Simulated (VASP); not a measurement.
# Si6Ru in VASP: a series of runs

The runs below take Si6Ru through single point, relaxation of cell and atoms, with PBE.

All numbers are computed with VASP 6.6.1; they aren't measurements. Logs are shortened: lines on timing, memory, paths and dates and some standing lists are left out, and cuts for length are marked.

### 1 The cell of the first run

Symmetry: Pmm2, No. 25, orthorhombic system. The conventional cell has a = 3.669 Å, b = 7.410 Å, c = 4.288 Å, α = 90.00°, β = 90.00°, γ = 90.00°. Within 3.1 Å of Si (site symmetry mm2) lie 4 Si at 2.35 to 2.36 Å. Si (site symmetry mm2) has 4 Si at 2.35 to 2.41 Å within 3.1 Å. Within 3.1 Å of Si (site symmetry m) lie 4 Si at 2.36 to 3.02 Å and 2 Ru at 2.47 Å. Si (site symmetry m) has 2 Ru at 2.40 to 2.64 Å and 6 Si at 2.41 to 3.25 Å within 3.3 Å. Ru (site symmetry mm2) has 8 Si at 2.40 to 2.64 Å within 3.2 Å.

### 2 Single point, PBE

The input, INCAR:

```
PREC = Accurate ; ENCUT = 520
EDIFF = 1E-6 ; ISMEAR = 0
SIGMA = 0.1 ; LREAL = False
LASPH = True ; NELM = 100
ALGO = Normal ; ISIF = 2
LWAVE = False ; LCHARG = False
GGA = PE ; NBANDS = 28
```

The input, KPOINTS:

```
Automatic mesh
0
Gamma
  8 4 8
```

The input, POSCAR:

```
Si6Ru
1.0
    3.6685538133      0.0000000000      0.0000000000
    0.0000000000      7.4097608639      0.0000000000
    0.0000000000      0.0000000000      4.2881896273
Si Ru
6 1
Direct
    0.5000000000      0.0000000000      0.8913744232
    0.0000000000      0.0000000000      0.5493371230
    0.5000000000      0.7035233709      0.0924485325
    0.0000000000      0.6783921249      0.4685193799
    0.5000000000      0.2964766291      0.0924485325
    0.0000000000      0.3216078751      0.4685193799
    0.0000000000      0.5000000000      0.9366615788
```

Potentials or basis: VASP PAW PBE potentials, release 64 (Si, Ru_pv).

Launch:

```sh
$ cat potpaw_PBE.64/Si/POTCAR potpaw_PBE.64/Ru_pv/POTCAR > POTCAR
$ mpirun -np 1 vasp_std > vasp.out
```

OUTCAR:

```text
PREC = Accurate
   ENCUT = 520
   EDIFF = 1E-6
   ISMEAR = 0
   LREAL = False
   LASPH = True
   NELM = 100
   ISIF = 2
   GGA = PE

 ion  position               nearest neighbor table
   1  0.500  0.000  0.891-   2 2.35   2 2.35   5 2.36   3 2.36
   2  0.000  0.000  0.549-   1 2.35   1 2.35   6 2.41   4 2.41
   3  0.500  0.704  0.092-   1 2.36   4 2.45   4 2.45   7 2.47   7 2.47   5 3.02
   4  0.000  0.678  0.469-   7 2.40   2 2.41   3 2.45   3 2.45   7 2.64   6 2.64
   5  0.500  0.296  0.092-   1 2.36   6 2.45   6 2.45   7 2.47   7 2.47   3 3.02
   6  0.000  0.322  0.469-   7 2.40   2 2.41   5 2.45   5 2.45   7 2.64   4 2.64
   7  0.000  0.500  0.937-   4 2.40   6 2.40   5 2.47   3 2.47   3 2.47   5 2.47   4 2.64   6 2.64

  LATTYP: Found a simple orthorhombic cell.
 ALAT       =     3.6685538133
 B/A-ratio  =     1.1689046544
 C/A-ratio  =     2.0198043264

  Lattice vectors:

 A1 = (  -3.6685538133,   0.0000000000,   0.0000000000)
 A2 = (   0.0000000000,   0.0000000000,   4.2881896273)
 A3 = (   0.0000000000,   7.4097608639,   0.0000000000)

Analysis of symmetry for initial positions (statically):
=====================================================================
 Subroutine PRICEL returns:
 Original cell was already a primitive cell.

 Routine SETGRP: Setting up the symmetry group for a
 simple orthorhombic supercell.

 Subroutine GETGRP returns: Found  4 space group operations
 (whereof  4 operations were pure point group operations)
 out of a pool of  8 trial point group operations.

The static configuration has the point symmetry C_2v.

Analysis of symmetry for dynamics (positions and initial velocities):
=====================================================================
 Subroutine PRICEL returns:
 Original cell was already a primitive cell.

 Routine SETGRP: Setting up the symmetry group for a
 simple orthorhombic supercell.

 Subroutine GETGRP returns: Found  4 space group operations
 (whereof  4 operations were pure point group operations)
 out of a pool of  8 trial point group operations.

The dynamic configuration has the point symmetry C_2v.

 Subroutine INISYM returns: Found  4 space group operations
 (whereof  4 operations are pure point group operations),
 and found     1 'primitive' translations

----------------------------------------------------------------------------------------

                                     Primitive cell

  volume of cell :     116.5663

  direct lattice vectors                    reciprocal lattice vectors
     3.668553813  0.000000000  0.000000000     0.272586979  0.000000000  0.000000000
     0.000000000  7.409760864  0.000000000     0.000000000  0.134957122  0.000000000
     0.000000000  0.000000000  4.288189627     0.000000000  0.000000000  0.233198643

  length of vectors
     3.668553813  7.409760864  4.288189627     0.272586979  0.134957122  0.233198643

  position of ions in fractional coordinates (direct lattice)
     0.500000000  0.000000000  0.891374423
     0.000000000  0.000000000  0.549337123
     0.500000000  0.703523371  0.092448533
     0.000000000  0.678392125  0.468519380
     0.500000000  0.296476629  0.092448533
     0.000000000  0.321607875  0.468519380
     0.000000000  0.500000000  0.936661579

  ion indices of the primitive-cell ions
   primitive index   ion index
                 1           1
                 2           2
                 3           3
                 4           4
                 5           5
                 6           6
                 7           7

----------------------------------------------------------------------------------------

 KPOINTS: Automatic mesh

Automatic generation of k-mesh.
 Grid dimensions read from file:
 generate k-points for:    8    4    8

 Generating k-lattice:

  Cartesian coordinates                     Fractional coordinates (reciprocal lattice)
     0.034073372  0.000000000  0.000000000     0.125000000  0.000000000  0.000000000
     0.000000000  0.033739280  0.000000000     0.000000000  0.250000000  0.000000000
     0.000000000  0.000000000  0.029149830     0.000000000  0.000000000  0.125000000

  Length of vectors
     0.034073372  0.033739280  0.029149830

  Shift w.r.t. Gamma in fractional coordinates (k-lattice)
     0.000000000  0.000000000  0.000000000

 Subroutine IBZKPT returns following result:
 ===========================================

 Found     75 irreducible k-points:

 Following reciprocal coordinates:
            Coordinates               Weight
  0.000000  0.000000  0.000000      1.000000
  0.125000  0.000000  0.000000      2.000000
  0.250000  0.000000  0.000000      2.000000
  0.375000  0.000000  0.000000      2.000000
  0.500000  0.000000  0.000000      1.000000
  0.000000  0.250000  0.000000      2.000000
[... 16 lines left out ...]
  0.250000  0.250000  0.125000      8.000000
  0.375000  0.250000  0.125000      8.000000
 [... further k-points ...]
   k-points           NKPTS =     75   k-points in BZ     NKDIM =     75   number of bands    NBANDS=     28
   number of dos      NEDOS =    301   number of ions     NIONS =      7
   total plane-waves  NPLWV =  50176
   dimension x,y,z NGX =    28 NGY =   56 NGZ =   32
   dimension x,y,z NGXF=    56 NGYF=  112 NGZF=   64
   ions per type =               6   1
   NGX,Y,Z   is equivalent  to a cutoff of  12.69, 12.56, 12.41 a.u.
   NGXF,Y,Z  is equivalent  to a cutoff of  25.38, 25.13, 24.81 a.u.
 SYSTEM =  unknown system
   PREC   = accura    normal or accurate (medium, high low for compatibility)
   ISTART =      0    job   : 0-new  1-cont  2-samecut
   ICHARG =      2    charge: 1-file 2-atom 10-const
   ISPIN  =      1    spin polarized calculation?
   LNONCOLLINEAR =      F non collinear calculations
   LSORBIT =      F    spin-orbit coupling
   LASPH  =      T    aspherical Exc in radial PAW
   ENCUT  =  520.0 eV  38.22 Ry    6.18 a.u.   6.82 13.78  7.97*2*pi/ulx,y,z
   NELM   =    100;   NELMIN=  2; NELMDL= -5     # of ELM steps
   EDIFF  = 0.1E-05   stopping-criterion for ELM
   LREAL  =      F    real-space projection
   EDIFFG = 0.1E-04   stopping-criterion for IOM
   NSW    =      0    number of steps for IOM
   IBRION =     -1    ionic relax: 0-MD 1-quasi-New 2-CG
   NFREE  =      0    steps in history (QN), initial steepest desc. (CG)
   ISIF   =      2    stress and relaxation
   ISYM   =      2    0-nonsym 1-usesym 2-fastsym
   POTIM  = 0.5000    time-step for ionic-motion
   TEBEG  =    0.0;   TEEND  =   0.0 temperature during run
   PSTRESS=    0.0 pullay stress
   NELECT =      38.0000    total number of electrons
   NUPDOWN=      -1.0000    fix difference up-down
   EMIN   =  10.00;   EMAX   =-10.00  energy-range for DOS
   EFERMI =   0.00;   METHOD = LEGACY
   ISMEAR =     0;   SIGMA  =   0.10  broadening in eV -4-tet -1-fermi 0-gaus
   EFERMI_NEDOS =   21; number of points for ismear=-14 and -15
   IALGO  =     38    algorithm
   IMIX   =      4    mixing-type and parameters
     AMIX     =   0.40;   BMIX     =  1.00
     AMIX_MAG =   1.60;   BMIX_MAG =  1.00
  volume/ion in A,a.u.               =      16.65       112.38
  Fermi-wavevector in a.u.,A,eV,Ry     =   1.126709  2.129171 17.272224  1.269473
  Thomas-Fermi vector in A             =   2.263392
   LORBIT       =      0    0 simple, 1 ext, 2 COOP (PROOUT), +10 PAW based schemes
   GGA     = PE    functional components
   LHFCALC =     F    Hartree Fock is set to
   AEXX    =    0.0000 exact exchange contribution
   IVDW    =     0    specifies the selected vdW correction
   LEPSILON=     F    determine dielectric tensor
   LRPA    =     F    only Hartree local field effects (RPA)
 non-spin polarized calculation
 Gauss-broadening in eV      SIGMA  =   0.10
  energy-cutoff  :      520.00
  volume of cell :      116.57
 maximum number of plane-waves:      3172
 NGX is ok and might be reduce to    28
   NGX = 13   NGY = 27   NGZ = 15

 number of electron      37.9999995 magnetization

 Free energy of the ion-electron system (eV)
  ---------------------------------------------------
  ext. energy  EPLUGINS =         0.00000000
  ---------------------------------------------------
  free energy    TOTEN  =       -41.82526211 eV

  energy without entropy =      -41.81676559  energy(sigma->0) =      -41.82101385

 E-fermi :   8.0557     XC(G=0): -10.6914

 val. band max:        8.0225259265   @ k =   0.3750   0.2500   0.2500
 cond. band min:       8.0590315806   @ k =   0.0000   0.5000   0.3750
 fundamental gap:      0.0365056541
 Fermi energy:         8.0557030498

 k-point     1 :       0.0000    0.0000    0.0000
  band No.  band energies     occupation
      1     -34.4841      2.00000
      2     -34.4680      2.00000
      3     -34.3574      2.00000
      4      -4.4442      2.00000
      5      -2.1280      2.00000
      6      -1.7355      2.00000
[... 20 lines left out ...]
     27      12.8805      0.00000
     28      13.7273      0.00000

 k-point     2 :       0.1250    0.0000    0.0000
  band No.  band energies     occupation
      1     -34.4839      2.00000
      2     -34.4677      2.00000
      3     -34.3608      2.00000
      4      -4.2832      2.00000
      5      -1.9874      2.00000
      6      -1.5807      2.00000
[... 20 lines left out ...]
     27      12.7804      0.00000
     28      12.8986      0.00000

 k-point     3 :       0.2500    0.0000    0.0000
  band No.  band energies     occupation
      1     -34.4832      2.00000
      2     -34.4668      2.00000
      3     -34.3690      2.00000
      4      -3.8064      2.00000
      5      -1.5713      2.00000
      6      -1.1372      2.00000
[... 20 lines left out ...]
     27      12.6343      0.00000
     28      13.2775      0.00000

 k-point     4 :       0.3750    0.0000    0.0000
  band No.  band energies     occupation
      1     -34.4826      2.00000
      2     -34.4660      2.00000
      3     -34.3771      2.00000
      4      -3.0361      2.00000
      5      -0.9023      2.00000
      6      -0.8537      2.00000
[... 578 lines left out ...]
     27      12.7092      0.00000
     28      12.8651      0.00000

 k-point    23 :       0.2500    0.2500    0.1250
  band No.  band energies     occupation
      1     -34.4839      2.00000
      2     -34.4667      2.00000
      3     -34.3690      2.00000
      4      -3.5385      2.00000
      5      -2.3119      2.00000
      6      -0.1692      2.00000
[... 20 lines left out ...]
     27      12.6121      0.00000
     28      13.0157      0.00000

 k-point    24 :       0.3750    0.2500    0.1250
  band No.  band energies     occupation
      1     -34.4832      2.00000
      2     -34.4659      2.00000
      3     -34.3771      2.00000
      4      -2.7778      2.00000
      5      -1.6079      2.00000
      6      -0.4995      2.00000
[... 20 lines left out ...]
     27      12.4136      0.00000
     28      12.6372      0.00000

 [... further k-points ...]
[... 5 lines left out ...]
  --------------------------------------------------------------------------------------
  -------------------------------------------------------------------------------------
  Total       -0.0335127     -0.0571573     -0.0428045      0.0000000      0.0000000      0.0000000
  in kB       -0.4606250     -0.7856142     -0.5883378      0.0000000      0.0000000      0.0000000
  external PRESSURE =      -0.6115257 kB  Pullay stress =       0.0000000 kB

 VOLUME and BASIS-vectors are now :
 -----------------------------------------------------------------------------
  energy-cutoff  :      520.00
  volume of cell :      116.57
      direct lattice vectors                 reciprocal lattice vectors
     3.668553813  0.000000000  0.000000000     0.272586979  0.000000000  0.000000000
     0.000000000  7.409760864  0.000000000     0.000000000  0.134957122  0.000000000
     0.000000000  0.000000000  4.288189627     0.000000000  0.000000000  0.233198643

 POSITION                                       TOTAL-FORCE (eV/Angst)
 -----------------------------------------------------------------------------------
      1.83428      0.00000      3.82238        -0.000000      0.000000     -0.004157
      0.00000      0.00000      2.35566        -0.000000      0.000000      0.007029
      1.83428      5.21294      0.39644        -0.000000      0.008482      0.006805
      0.00000      5.02672      2.00910         0.000000      0.003302     -0.008588
      1.83428      2.19682      0.39644        -0.000000     -0.008482      0.006805
      0.00000      2.38304      2.00910        -0.000000     -0.003302     -0.008588
      0.00000      3.70488      4.01658        -0.000000      0.000000      0.000695
 -----------------------------------------------------------------------------------
    total drift:                               -0.000000      0.000000      0.000081

  FREE ENERGIE OF THE ION-ELECTRON SYSTEM (eV)
  ---------------------------------------------------
  free  energy   TOTEN  =       -41.8252621064 eV

  energy  without entropy=      -41.8167655938  energy(sigma->0) =      -41.82101385
```

It took 4.2 min on 1 thread of Intel Xeon Platinum 8488C (Sapphire Rapids), shared host; peak memory 0.33 GiB.

Results:

- Free energy: -41.8253 eV
- Pressure: -0.1 GPa
- Largest force: 0.011 eV/Å
- Band gap on the k mesh: zero (bands 19 and 20 overlap by 1.41 eV)

Forces on the atoms (eV/Å):
```
Si   0.000  0.000 -0.004
Si   0.000  0.000  0.007
Si   0.000  0.008  0.007
Si   0.000  0.003 -0.009
Si   0.000 -0.008  0.007
Si   0.000 -0.003 -0.009
Ru   0.000  0.000  0.001
```

Levels at points of the mesh, in eV from the Fermi level:
| k point | band 15 | band 16 | band 17 | band 18 | band 19 | band 20 | band 21 | band 22 | band 23 | band 24 |
| --- | --- | --- | --- | --- | --- | --- | --- | --- | --- | --- |
| (0.00, 0.00, 0.00) | -2.07 | -1.75 | -1.41 | 0.04 | 0.30 | 0.33 | 1.17 | 1.98 | 2.10 | 3.31 |
| (0.50, 0.00, 0.00) | -2.01 | -1.56 | -1.55 | -1.34 | -0.70 | -0.48 | 1.84 | 1.96 | 1.99 | 2.05 |
| (0.00, 0.50, 0.00) | -2.39 | -1.72 | -1.35 | -1.07 | 0.28 | 1.37 | 1.63 | 2.06 | 2.72 | 3.08 |
| (0.50, 0.50, 0.00) | -2.28 | -1.90 | -1.47 | -1.31 | -1.24 | -0.58 | 0.90 | 1.56 | 2.52 | 3.01 |
| (0.00, 0.00, 0.50) | -0.97 | -0.80 | -0.57 | 0.19 | 0.48 | 0.62 | 0.69 | 1.10 | 2.91 | 3.06 |
| (0.50, 0.00, 0.50) | -3.36 | -2.50 | -2.30 | -2.28 | -0.78 | -0.35 | 1.25 | 2.88 | 2.89 | 3.47 |
| (0.00, 0.50, 0.50) | -1.56 | -1.08 | -0.96 | 0.51 | 0.63 | 0.84 | 1.06 | 1.20 | 2.27 | 3.69 |
| (0.50, 0.50, 0.50) | -2.68 | -2.43 | -2.13 | -1.62 | -1.01 | -0.79 | 0.39 | 1.80 | 2.50 | 2.68 |

### 3 Single point, PBE

The input, INCAR:

```
SYSTEM = Si6Ru
PREC = Accurate
ENCUT = 520
EDIFF = 1E-6
ISMEAR = 0
SIGMA = 0.2
LREAL = .FALSE.
LASPH = .TRUE.
NELM = 80
ALGO = Normal
ISIF = 2
LWAVE = .FALSE.
LCHARG = .FALSE.
GGA = PE
NBANDS = 28
```

The input, KPOINTS:

```
Automatic mesh
0
G
  6 6 4
  0 0 0
```

The input, POSCAR:

```
Si6Ru
1.0
    4.2874897313      0.0000406976     -0.0007092771
    0.0012354357      3.6682325924     -0.0001669768
   -0.0025293438     -0.0000190079      7.4151764139
Si Ru
6 1
Direct
   -0.1080967619      0.4997509045      0.4999427262
    0.5514777497     -0.0000792749      0.4999892001
    0.0915329705      0.5000285230      0.7967899634
    0.4683256405      0.0001179173      0.8214396321
    0.0919071232      0.5000825727      0.2032805863
    0.4686425379      0.0001829384      0.1785206806
   -0.0637892599     -0.0000835809      0.0000372114
```

Potentials or basis: VASP PAW PBE potentials, release 64 (Si, Ru_pv).

Launch:

```sh
$ cat potpaw_PBE.64/Si/POTCAR potpaw_PBE.64/Ru_pv/POTCAR > POTCAR
$ mpirun -np 1 vasp_std > vasp.out
```

Run time: 3.3 min. Hardware: 1 thread of Intel Xeon Platinum 8488C (Sapphire Rapids), shared host; peak memory 0.33 GiB.

The run converged. Its results:

```
Free energy            : -41.8432 eV
Pressure               : 0.0 GPa
Largest force          : 0.019 eV/Å
Band gap on the k mesh : zero (bands 19 and 20 overlap by 1.45 eV)
```

Forces in eV/Å, atoms in the order of the input:
```
Si  -0.005  0.001  0.004
Si   0.012 -0.001  0.001
Si   0.013  0.001 -0.010
Si  -0.013 -0.002 -0.004
Si   0.011  0.000  0.009
Si  -0.018 -0.002  0.005
Ru   0.000  0.004 -0.004
```

Stress tensor (GPa, compression positive):
```
 0.11 -0.02  0.04
-0.02  0.00  0.00
 0.04  0.00 -0.02
```

Levels at points of the mesh, in eV from the Fermi level:
```
           k point  band 16  band 17  band 18  band 19  band 20  band 21  band 22  band 23
(0.00, 0.00, 0.00)    -1.77    -1.42     0.02     0.28     0.33     1.15     1.97     2.08
(0.50, 0.00, 0.00)    -0.82    -0.58     0.19     0.47     0.61     0.67     1.09     2.90
(0.00, 0.50, 0.00)    -1.58    -1.56    -1.36    -0.72    -0.50     1.82     1.94     2.02
(0.50, 0.50, 0.00)    -2.52    -2.31    -2.30    -0.82    -0.37     1.25     2.85     2.86
(0.00, 0.00, 0.50)    -1.74    -1.36    -1.09     0.26     1.36     1.61     2.04     2.69
(0.50, 0.00, 0.50)    -1.10    -0.97     0.50     0.63     0.83     1.05     1.19     2.24
(0.00, 0.50, 0.50)    -1.89    -1.49    -1.33    -1.25    -0.60     0.91     1.55     2.51
(0.50, 0.50, 0.50)    -2.45    -2.14    -1.65    -1.03    -0.82     0.38     1.77     2.47
```

(Part 1 of 2 ends here.)
